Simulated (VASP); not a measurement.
# SiO2 (Stishovite) (P4_2/mnm) in VASP: a series of runs, part 3 of 3

VASP 6.6.1.

## Step 7: Single point, PBE

This run uses another cell than the first one, of 8.53 Å³/atom, 1.222 times its volume.

File INCAR:

```
PREC     = Accurate       # precision mode
ENCUT    = 520            # plane-wave cutoff, eV
EDIFF    = 1E-6           # SCF threshold, eV
ISMEAR   = 0              # smearing method
SIGMA    = 0.01           # smearing width, eV
LREAL    = False          # projectors in reciprocal space
LASPH    = True           # aspherical terms in the spheres
NELM     = 80             # most SCF steps
ALGO     = Normal         # electronic algorithm
ISIF     = 2              # what is computed and relaxed
LWAVE    = False          # write WAVECAR
LCHARG   = False          # write CHGCAR
GGA      = PE             # functional
NBANDS   = 25             # bands
```

File KPOINTS:

```
regular mesh
0
Gamma
  6 6 8
```

File POSCAR:

```
SiO2
1.0
    4.3121437263      0.0000000000      0.0000000000
    0.0000000000      4.3121437263      0.0000000000
    0.0000000000      0.0000000000      2.7512329637
Si O
2 4
Direct
    0.0000000000      0.0000000000      0.0000000000
    0.5000000000      0.5000000000      0.5000000000
    0.3059000000      0.3059000000      0.0000000000
    0.1941000000      0.8059000000      0.5000000000
    0.6941000000      0.6941000000      0.0000000000
    0.8059000000      0.1941000000      0.5000000000
```

Potentials or basis: VASP PAW PBE potentials, release 64 (Si, O).

The run is started by

```bash
$ cat potpaw_PBE.64/Si/POTCAR potpaw_PBE.64/O/POTCAR > POTCAR
$ mpirun -np 1 vasp_std > vasp.out
```

OUTCAR:

```text
PREC = Accurate
   ENCUT = 520
   EDIFF = 1E-6
   ISMEAR = 0
   LREAL = False
   LASPH = True
   NELM = 80
   ISIF = 2
   GGA = PE

 ion  position               nearest neighbor table
   1  0.000  0.000  0.000-   4 1.81   6 1.81   4 1.81   6 1.81   5 1.87   3 1.87
   2  0.500  0.500  0.500-   3 1.81   5 1.81   3 1.81   5 1.81   4 1.87   6 1.87
   3  0.306  0.306  0.000-   2 1.81   2 1.81   1 1.87
   4  0.194  0.806  0.500-   1 1.81   1 1.81   2 1.87
   5  0.694  0.694  0.000-   2 1.81   2 1.81   1 1.87
   6  0.806  0.194  0.500-   1 1.81   1 1.81   2 1.87

  LATTYP: Found a simple tetragonal cell.
 ALAT       =     4.3121437263
 C/A-ratio  =     0.6380197735

  Lattice vectors:

 A1 = (   4.3121437263,   0.0000000000,   0.0000000000)
 A2 = (   0.0000000000,   4.3121437263,   0.0000000000)
 A3 = (   0.0000000000,   0.0000000000,   2.7512329637)

Analysis of symmetry for initial positions (statically):
=====================================================================
 Subroutine PRICEL returns:
 Original cell was already a primitive cell.

 Routine SETGRP: Setting up the symmetry group for a
 simple tetragonal supercell.

 Subroutine GETGRP returns: Found 16 space group operations
 (whereof  8 operations were pure point group operations)
 out of a pool of 16 trial point group operations.

The static configuration has the point symmetry D_2h.
 The point group associated with its full space group is D_4h.

Analysis of symmetry for dynamics (positions and initial velocities):
=====================================================================
 Subroutine PRICEL returns:
 Original cell was already a primitive cell.

 Routine SETGRP: Setting up the symmetry group for a
 simple tetragonal supercell.

 Subroutine GETGRP returns: Found 16 space group operations
 (whereof  8 operations were pure point group operations)
 out of a pool of 16 trial point group operations.

The dynamic configuration has the point symmetry D_2h.
 The point group associated with its full space group is D_4h.

 Subroutine INISYM returns: Found 16 space group operations
 (whereof  8 operations are pure point group operations),
 and found     1 'primitive' translations

----------------------------------------------------------------------------------------

                                     Primitive cell

  volume of cell :      51.1580

  direct lattice vectors                    reciprocal lattice vectors
     4.312143726  0.000000000  0.000000000     0.231903216  0.000000000  0.000000000
     0.000000000  4.312143726  0.000000000     0.000000000  0.231903216  0.000000000
     0.000000000  0.000000000  2.751232964     0.000000000  0.000000000  0.363473400

  length of vectors
     4.312143726  4.312143726  2.751232964     0.231903216  0.231903216  0.363473400

  position of ions in fractional coordinates (direct lattice)
     0.000000000  0.000000000  0.000000000
     0.500000000  0.500000000  0.500000000
     0.305900000  0.305900000  0.000000000
     0.194100000  0.805900000  0.500000000
     0.694100000  0.694100000  0.000000000
     0.805900000  0.194100000  0.500000000

  ion indices of the primitive-cell ions
   primitive index   ion index
[... 32 lines left out ...]

 Following reciprocal coordinates:
            Coordinates               Weight
  0.000000  0.000000  0.000000      1.000000
  0.166667  0.000000  0.000000      4.000000
  0.333333  0.000000  0.000000      4.000000
  0.500000  0.000000  0.000000      2.000000
  0.166667  0.166667  0.000000      4.000000
  0.333333  0.166667  0.000000      8.000000
[... 16 lines left out ...]
  0.333333  0.000000  0.250000      8.000000
  0.500000  0.000000  0.250000      4.000000
 [... further k-points ...]
   k-points           NKPTS =     50   k-points in BZ     NKDIM =     50   number of bands    NBANDS=     25
   number of dos      NEDOS =    301   number of ions     NIONS =      6
   total plane-waves  NPLWV =  20480
   dimension x,y,z NGX =    32 NGY =   32 NGZ =   20
   dimension x,y,z NGXF=    64 NGYF=   64 NGZF=   40
   ions per type =               2   4
   NGX,Y,Z   is equivalent  to a cutoff of  12.34, 12.34, 12.09 a.u.
   NGXF,Y,Z  is equivalent  to a cutoff of  24.67, 24.67, 24.17 a.u.
 SYSTEM =  unknown system
   PREC   = accura    normal or accurate (medium, high low for compatibility)
   ISTART =      0    job   : 0-new  1-cont  2-samecut
   ICHARG =      2    charge: 1-file 2-atom 10-const
   ISPIN  =      1    spin polarized calculation?
   LNONCOLLINEAR =      F non collinear calculations
   LSORBIT =      F    spin-orbit coupling
   LASPH  =      T    aspherical Exc in radial PAW
   ENCUT  =  520.0 eV  38.22 Ry    6.18 a.u.   8.02  8.02  5.12*2*pi/ulx,y,z
   NELM   =     80;   NELMIN=  2; NELMDL= -5     # of ELM steps
   EDIFF  = 0.1E-05   stopping-criterion for ELM
   LREAL  =      F    real-space projection
   EDIFFG = 0.1E-04   stopping-criterion for IOM
   NSW    =      0    number of steps for IOM
   IBRION =     -1    ionic relax: 0-MD 1-quasi-New 2-CG
   NFREE  =      0    steps in history (QN), initial steepest desc. (CG)
   ISIF   =      2    stress and relaxation
   ISYM   =      2    0-nonsym 1-usesym 2-fastsym
   POTIM  = 0.5000    time-step for ionic-motion
   TEBEG  =    0.0;   TEEND  =   0.0 temperature during run
   PSTRESS=    0.0 pullay stress
   NELECT =      32.0000    total number of electrons
   NUPDOWN=      -1.0000    fix difference up-down
   EMIN   =  10.00;   EMAX   =-10.00  energy-range for DOS
   EFERMI =   0.00;   METHOD = LEGACY
   ISMEAR =     0;   SIGMA  =   0.01  broadening in eV -4-tet -1-fermi 0-gaus
   EFERMI_NEDOS =   21; number of points for ismear=-14 and -15
   IALGO  =     38    algorithm
   IMIX   =      4    mixing-type and parameters
     AMIX     =   0.40;   BMIX     =  1.00
     AMIX_MAG =   1.60;   BMIX_MAG =  1.00
  volume/ion in A,a.u.               =       8.53        57.54
  Fermi-wavevector in a.u.,A,eV,Ry     =   1.400082  2.645772 26.670552  1.960230
  Thomas-Fermi vector in A             =   2.523078
   LORBIT       =      0    0 simple, 1 ext, 2 COOP (PROOUT), +10 PAW based schemes
   GGA     = PE    functional components
   LHFCALC =     F    Hartree Fock is set to
   AEXX    =    0.0000 exact exchange contribution
   IVDW    =     0    specifies the selected vdW correction
   LEPSILON=     F    determine dielectric tensor
   LRPA    =     F    only Hartree local field effects (RPA)
 non-spin polarized calculation
 Gauss-broadening in eV      SIGMA  =   0.01
  energy-cutoff  :      520.00
  volume of cell :       51.16
 maximum number of plane-waves:      1432
   NGX = 17   NGY = 17   NGZ = 11

 number of electron      32.0000034 magnetization

 Free energy of the ion-electron system (eV)
  ---------------------------------------------------
  ext. energy  EPLUGINS =         0.00000000
  ---------------------------------------------------
  free energy    TOTEN  =       -46.16550605 eV

  energy without entropy =      -46.16550605  energy(sigma->0) =      -46.16550605

 E-fermi :   7.1271     XC(G=0): -11.7901

 val. band max:        6.9982817662   @ k =   0.0000   0.0000   0.0000
 cond. band min:      10.9895002300   @ k =   0.0000   0.0000   0.0000
 fundamental gap:      3.9912184638
 Fermi energy:         7.1271135995

 k-point     1 :       0.0000    0.0000    0.0000
  band No.  band energies     occupation
      1     -14.6361      2.00000
      2     -11.4712      2.00000
      3     -11.4712      2.00000
      4     -11.2575      2.00000
      5      -3.3584      2.00000
      6       1.0570      2.00000
[... 661 lines left out ...]
     24      19.4229      0.00000
     25      20.1779      0.00000

 [... further k-points ...]

------------------------ aborting loop because EDIFF is reached ----------------------------------------

  FORCE on cell =-STRESS in cart. coord.  units (eV):
  Direction    XX          YY          ZZ          XY          YZ          ZX
  --------------------------------------------------------------------------------------
  -------------------------------------------------------------------------------------
  Total       -4.6435821     -4.6435821     -5.9068191      0.0000000      0.0000000      0.0000000
  in kB     -145.4286212   -145.4286212   -184.9909277      0.0000000      0.0000000      0.0000000
  external PRESSURE =    -158.6160567 kB  Pullay stress =       0.0000000 kB

 VOLUME and BASIS-vectors are now :
 -----------------------------------------------------------------------------
  energy-cutoff  :      520.00
  volume of cell :       51.16
      direct lattice vectors                 reciprocal lattice vectors
     4.312143726  0.000000000  0.000000000     0.231903216  0.000000000  0.000000000
     0.000000000  4.312143726  0.000000000     0.000000000  0.231903216  0.000000000
     0.000000000  0.000000000  2.751232964     0.000000000  0.000000000  0.363473400

 POSITION                                       TOTAL-FORCE (eV/Angst)
 -----------------------------------------------------------------------------------
      0.00000      0.00000      0.00000        -0.000000      0.000000      0.000000
      2.15607      2.15607      1.37562        -0.000000      0.000000      0.000000
      1.31908      1.31908      0.00000         0.342061      0.342061      0.000000
      0.83699      3.47516      1.37562        -0.342061      0.342061      0.000000
      2.99306      2.99306      0.00000        -0.342061     -0.342061      0.000000
      3.47516      0.83699      1.37562         0.342061     -0.342061      0.000000
 -----------------------------------------------------------------------------------
    total drift:                                0.000000      0.000000     -0.000000

  FREE ENERGIE OF THE ION-ELECTRON SYSTEM (eV)
  ---------------------------------------------------
  free  energy   TOTEN  =       -46.1655060461 eV

  energy  without entropy=      -46.1655060461  energy(sigma->0) =      -46.16550605
```

It took 48 s on 1 thread of AMD EPYC 7R13 (Zen 3), shared host; peak memory 0.15 GiB.

What came out:

* Free energy: -46.1655 eV
* Pressure: -15.9 GPa
* Largest force: 0.484 eV/Å
* Band gap on the k mesh: 3.99 eV, direct

Forces in eV/Å, atoms in the order of the input:
```
Si   0.000  0.000  0.000
Si   0.000  0.000  0.000
O    0.342  0.342  0.000
O   -0.342  0.342  0.000
O   -0.342 -0.342  0.000
O    0.342 -0.342  0.000
```

Stress tensor (GPa, compression positive):
```
-14.54   0.00   0.00
  0.00 -14.54   0.00
  0.00   0.00 -18.50
```

A k mesh can miss the band edges. Expect the measured gap to be larger: semilocal functionals such as PBE lack the derivative discontinuity.

## Step 8: Overview

```tsv
cell	gap on the mesh (eV)	pressure (GPa)	largest force (eV/Å)
a = 4.033, b = 4.033, c = 2.573 Å, 6 atoms	7.08	56.6	0.92
a = 4.106, b = 4.106, c = 2.620 Å, 6 atoms	6.58	31.1	0.47
a = 4.142, b = 4.142, c = 2.643 Å, 6 atoms	6.09	20.6	0.28
a = 4.212, b = 4.212, c = 2.687 Å, 6 atoms	5.18	3.2	0.07
a = 4.279, b = 4.279, c = 2.730 Å, 6 atoms	4.37	-10.3	0.36
a = 4.312, b = 4.312, c = 2.751 Å, 6 atoms	3.99	-15.9	0.48
```

Alike in all rows: task single point; level PBE; potentials or basis VASP PAW PBE potentials, release 64 (Si, O); no spin polarisation; k mesh 6 × 6 × 8; cutoff (eV) 520; smearing gaussian 0.01 eV.

Absolute energies hang on the potentials; compare differences alone.
